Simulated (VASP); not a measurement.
A run of VASP 6.6.1 is set up as follows.

The input INCAR:

```
SYSTEM = Mo3HS6
ALGO = Normal ; DIPOL = 0.5 0.5 0.477
EDIFF = 1E-7 ; ENCUT = 520
GGA = PS ; IDIPOL = 3
ISIF = 2 ; ISMEAR = 0
LASPH = .True. ; LCHARG = .False.
LDIPOL = .True. ; LREAL = .False.
LWAVE = .False. ; NBANDS = 50
NELM = 60 ; PREC = Accurate
SIGMA = 0.1
```

The input KPOINTS:

```
k-points
0
Gamma
  10 5 1
  0 0 0
```

The input POSCAR:

```
Mo3HS6
1.0
    3.1204068985      0.0000000000      0.0000000000
   -1.5602034492      6.1523257957      0.0000000000
    0.0000000000      0.0000000000     25.6597815141
S Mo H
6 3 1
Direct
    0.8927216587      0.7854433174      0.3312576919
    0.1715891272      0.3431782543      0.3824398182
    0.4248770516      0.8497541032      0.4354374436
    0.7047428115      0.4094654124      0.4861970894
    0.9628665561      0.9257405526      0.5411345583
    0.1730160878      0.3460381128      0.6172031673
    0.5321553930      0.0643107859      0.3568487551
    0.0634283179      0.1268429315      0.4560351157
    0.6028601598      0.2057221030      0.5588565878
    0.3396827545      1.0127047794      0.6068169484
```

Potentials or basis: VASP PAW PBE potentials, release 64 (S, Mo_sv, H).

The run is started by

```console
$ cat potpaw_PBE.64/S/POTCAR potpaw_PBE.64/Mo_sv/POTCAR potpaw_PBE.64/H/POTCAR > POTCAR
$ mpirun -np 1 vasp_std > vasp.out
```

Task: Predict the band gap on the k mesh.

Result: Zero (an odd number of electrons rules out a gap without spin polarisation).

Task: Predict the largest force.

Result: 3.964 eV/Å.

Forces on the atoms (eV/Å):
```
S    0.013  1.486 -0.571
S   -0.011  0.804 -1.418
S   -0.045  0.270 -1.188
S   -0.058  0.641 -1.085
S   -0.565 -0.063 -0.109
S   -0.425 -0.193 -0.071
Mo  -0.028 -2.717  2.886
Mo  -0.079  0.229  0.498
Mo   1.003 -0.702  1.042
H    0.194  0.244  0.017
```

Caveat: the PAW data sets were made with another functional, which shifts forces and pressure a little.
